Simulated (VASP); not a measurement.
# Al2O3 (P-6m2) in VASP: further runs, part 2 of 3

VASP 6.6.1. The steps go on from the part before.

### 3 Single point, PBEsol+D3(BJ)

This run uses another cell than the first one, of 10.11 Å³/atom, 1.005 times its volume.

Contents of INCAR:

```
SYSTEM = Al2O3
  PREC = Accurate
  ENCUT = 520
  EDIFF = 1E-7
  ISMEAR = 0
  SIGMA = 0.01
  LREAL = .FALSE.
  LASPH = .TRUE.
  NELM = 100
  ALGO = Normal
  ISIF = 2
  LWAVE = .FALSE.
  LCHARG = .FALSE.
  GGA = PS
  IVDW = 12
  NBANDS = 20
```

Contents of KPOINTS:

```
Automatic mesh
0
G
  12 12 2
  0 0 0
```

Contents of POSCAR:

```
Al2O3
1.0
    2.8487004992     -0.0000000029      0.0000000000
   -1.4243502471      2.4670470015      0.0000000000
    0.0000000000      0.0000000000      7.1915980931
Al O
2 3
Direct
    0.0000000000      0.0000000000      0.1919748141
    0.0000000000      0.0000000000      0.8080251859
    0.3333333333      0.6666666667      0.2866948459
    0.6666666667      0.3333333333      0.0000000000
    0.3333333333      0.6666666667      0.7133051541
```

Potentials or basis: VASP PAW PBE potentials, release 64 (Al, O).

Run with:

```sh
$ cat potpaw_PBE.64/Al/POTCAR potpaw_PBE.64/O/POTCAR > POTCAR
$ mpirun -np 1 vasp_std > vasp.out
```

OUTCAR:

```text
SYSTEM = Al2O3
   PREC = Accurate
   ENCUT = 520
   EDIFF = 1E-7
   ISMEAR = 0
   LREAL = .FALSE.
   LASPH = .TRUE.
   NELM = 100
   ISIF = 2
   GGA = PS
   IVDW = 12
 IVDW          = 12

 ion  position               nearest neighbor table
   1  0.000  0.000  0.192-   3 1.78   3 1.78   3 1.78   4 2.15   4 2.15   4 2.15   2 2.76
   2  0.000  0.000  0.808-   5 1.78   5 1.78   5 1.78   4 2.15   4 2.15   4 2.15   1 2.76
   3  0.333  0.667  0.287-   1 1.78   1 1.78   1 1.78
   4  0.667  0.333  0.000-   1 2.15   2 2.15   1 2.15   2 2.15   1 2.15   2 2.15
   5  0.333  0.667  0.713-   2 1.78   2 1.78   2 1.78

  LATTYP: Found a hexagonal cell.
 ALAT       =     2.8487004992
 C/A-ratio  =     2.5245188447

  Lattice vectors:

 A1 = (   2.8487004992,  -0.0000000029,   0.0000000000)
 A2 = (  -1.4243502471,   2.4670470015,   0.0000000000)
 A3 = (   0.0000000000,   0.0000000000,   7.1915980931)

Analysis of symmetry for initial positions (statically):
=====================================================================
 Subroutine PRICEL returns:
 Original cell was already a primitive cell.

 Routine SETGRP: Setting up the symmetry group for a
 hexagonal supercell.

 Subroutine GETGRP returns: Found 12 space group operations
 (whereof 12 operations were pure point group operations)
 out of a pool of 24 trial point group operations.

The static configuration has the point symmetry D_3h.

Analysis of symmetry for dynamics (positions and initial velocities):
=====================================================================
 Subroutine PRICEL returns:
 Original cell was already a primitive cell.

 Routine SETGRP: Setting up the symmetry group for a
 hexagonal supercell.

 Subroutine GETGRP returns: Found 12 space group operations
 (whereof 12 operations were pure point group operations)
 out of a pool of 24 trial point group operations.

[... 124 lines left out ...]
   IMIX   =      4    mixing-type and parameters
     AMIX     =   0.40;   BMIX     =  1.00
     AMIX_MAG =   1.60;   BMIX_MAG =  1.00
  volume/ion in A,a.u.               =      10.11        68.21
  Fermi-wavevector in a.u.,A,eV,Ry     =   1.277209  2.413575 22.194685  1.631263
  Thomas-Fermi vector in A             =   2.409822
   LORBIT       =      0    0 simple, 1 ext, 2 COOP (PROOUT), +10 PAW based schemes
   GGA     = PS    functional components
   LHFCALC =     F    Hartree Fock is set to
   AEXX    =    0.0000 exact exchange contribution
   IVDW    =    12    specifies the selected vdW correction
   LEPSILON=     F    determine dielectric tensor
   LRPA    =     F    only Hartree local field effects (RPA)
 non-spin polarized calculation
 Gauss-broadening in eV      SIGMA  =   0.01
  energy-cutoff  :      520.00
  volume of cell :       50.54
 maximum number of plane-waves:      1380
 NGX is ok and might be reduce to    24
   NGX = 11   NGY = 11   NGZ = 27

 number of electron      23.9999987 magnetization

 Free energy of the ion-electron system (eV)
  ---------------------------------------------------
  ext. energy  EPLUGINS =         0.00000000
  ---------------------------------------------------
  free energy    TOTEN  =       -38.10452861 eV

  energy without entropy =      -38.10452861  energy(sigma->0) =      -38.10452861

 E-fermi :   4.0526     XC(G=0): -10.6935

 val. band max:        4.0060616516   @ k =   0.0833   0.0833   0.0000
 cond. band min:       8.6040437878   @ k =   0.0000   0.0000   0.0000
 fundamental gap:      4.5979821363
 Fermi energy:         4.0526265277

 k-point     1 :       0.0000    0.0000    0.0000
  band No.  band energies     occupation
      1     -15.1980      2.00000
      2     -13.9345      2.00000
      3     -12.8335      2.00000
      4      -1.3647      2.00000
      5       1.2073      2.00000
      6       2.2357      2.00000
[... 541 lines left out ...]
     19      17.5827      0.00000
     20      19.1001      0.00000

 [... further k-points ...]

------------------------ aborting loop because EDIFF is reached ----------------------------------------

 Edisp (eV)   -0.81635

 E8    (eV) :    -0.4924

  FORCE on cell =-STRESS in cart. coord.  units (eV):
  Direction    XX          YY          ZZ          XY          YZ          ZX
  --------------------------------------------------------------------------------------
  -------------------------------------------------------------------------------------
  Total       0.17679     0.17679    -0.04592    -0.00000    -0.00000     0.00000
  in kB       5.60414     5.60414    -1.45581    -0.00000    -0.00000     0.00000
  external pressure =        3.25 kB  Pullay stress =        0.00 kB

 VOLUME and BASIS-vectors are now :
 -----------------------------------------------------------------------------
  energy-cutoff  :      520.00
  volume of cell :       50.54
      direct lattice vectors                 reciprocal lattice vectors
     2.848700499 -0.000000003  0.000000000     0.351037254  0.202671453  0.000000000
    -1.424350247  2.467047002  0.000000000     0.000000000  0.405342906  0.000000000
     0.000000000  0.000000000  7.191598093     0.000000000  0.000000000  0.139051152

 POSITION                                       TOTAL-FORCE (eV/Angst)
 -----------------------------------------------------------------------------------
      0.00000      0.00000      1.38061         0.000000     -0.000000      0.032789
      0.00000      0.00000      5.81099         0.000000     -0.000000     -0.032789
      0.00000      1.64470      2.06179        -0.000000      0.000000     -0.018354
      1.42435      0.82235      0.00000        -0.000000     -0.000000     -0.000000
      0.00000      1.64470      5.12980        -0.000000      0.000000      0.018354
 -----------------------------------------------------------------------------------
    total drift:                                0.000000     -0.000000      0.000000

  FREE ENERGIE OF THE ION-ELECTRON SYSTEM (eV)
  ---------------------------------------------------
  free  energy   TOTEN  =       -38.9208744941 eV

  energy  without entropy=      -38.9208744941  energy(sigma->0) =      -38.92087449
```

It took 35 s on 1 thread of AMD EPYC 7R43 (Zen 3), shared host; peak memory 0.16 GiB.

Results:

```
Free energy                : -38.9209 eV
Pressure                   : 0.3 GPa
Largest force              : 0.033 eV/Å
Band gap on the k mesh     : 4.60 eV, indirect (least direct gap 4.73 eV)
Dispersion energy per atom : -0.163 eV
```

Forces on the atoms (eV/Å):
```
Al   0.000  0.000  0.033
Al   0.000  0.000 -0.033
O    0.000  0.000 -0.018
O    0.000  0.000  0.000
O    0.000  0.000  0.018
```

Stress tensor (GPa, compression positive):
```
 0.56  0.00  0.00
 0.00  0.56  0.00
 0.00  0.00 -0.15
```

Caveat: the k points lie up to 0.44 Å⁻¹ apart; the PAW data sets were made with another functional, which shifts forces and pressure a little. A k mesh can miss the band edges.

### 4 Single point, LDA

This run uses another cell than the first one, of 10.26 Å³/atom, 1.020 times its volume.

Contents of INCAR:

```
SYSTEM = Al2O3
PREC     = Accurate       ! precision mode
ENCUT    = 520            ! plane-wave cutoff, eV
EDIFF    = 1E-7           ! SCF threshold, eV
ISMEAR   = 0              ! smearing method
SIGMA    = 0.01           ! smearing width, eV
LREAL    = .FALSE.        ! projectors in reciprocal space
LASPH    = .TRUE.         ! aspherical terms in the spheres
NELM     = 60             ! most SCF steps
ALGO     = Normal         ! electronic algorithm
ISIF     = 2              ! what is computed and relaxed
LWAVE    = .FALSE.        ! write WAVECAR
LCHARG   = .FALSE.        ! write CHGCAR
GGA      = CA             ! functional
NBANDS   = 20             ! bands
```

KPOINTS is that of step 3.

Contents of POSCAR:

```
Al2O3
1.0
    2.8380139801     -0.0000000028      0.0000000000
   -1.4190069876      2.4577922045      0.0000000000
    0.0000000000      0.0000000000      7.3518739294
Al O
2 3
Direct
    0.0000000000      0.0000000000      0.1866816433
    0.0000000000      0.0000000000      0.8133183567
    0.3333333333      0.6666666667      0.2774781016
    0.6666666667      0.3333333333      0.0000000000
    0.3333333333      0.6666666667      0.7225218984
```

Potentials or basis: VASP PAW LDA potentials, release 64 (Al, O).

Run with:

```sh
$ cat potpaw_LDA.64/Al/POTCAR potpaw_LDA.64/O/POTCAR > POTCAR
$ mpirun -np 1 vasp_std > vasp.out
```

Run time: 32 s. Hardware: 1 thread of AMD EPYC 7R43 (Zen 3), shared host; peak memory 0.13 GiB.

Results (log left out):

| Property | Result |
| --- | --- |
| Free energy | -40.1679 eV |
| Pressure | 0.9 GPa |
| Largest force | 0.039 eV/Å |
| Band gap on the k mesh | 4.81 eV, indirect (least direct gap 4.99 eV) |

Forces on the atoms (eV/Å):
```
Al   0.000  0.000 -0.010
Al   0.000  0.000  0.010
O    0.000  0.000  0.039
O    0.000  0.000  0.000
O    0.000  0.000 -0.039
```

Stress tensor (GPa, compression positive):
```
1.29 0.00 0.00
0.00 1.29 0.00
0.00 0.00 0.21
```

Levels at points of the mesh, in eV from the valence-band top:
| k point | band 8 | band 9 | band 10 | band 11 | band 12 | band 13 | band 14 | band 15 | band 16 | band 17 |
| --- | --- | --- | --- | --- | --- | --- | --- | --- | --- | --- |
| (0.00, 0.00, 0.00) | -1.42 | -1.42 | -0.81 | -0.81 | -0.17 | 4.81 | 7.60 | 8.61 | 11.29 | 13.92 |
| (0.50, 0.00, 0.00) | -2.50 | -2.16 | -1.30 | -0.96 | -0.89 | 7.66 | 8.76 | 9.07 | 11.28 | 11.60 |
| (0.00, 0.00, 0.50) | -1.43 | -1.43 | -0.82 | -0.80 | -0.80 | 5.30 | 7.29 | 8.29 | 11.90 | 14.05 |
| (0.50, 0.00, 0.50) | -2.62 | -2.19 | -1.28 | -1.21 | -0.58 | 7.76 | 8.75 | 9.22 | 10.22 | 12.39 |

Caveat: the k points lie up to 0.43 Å⁻¹ apart.

(Part 2 of 3 ends here.)
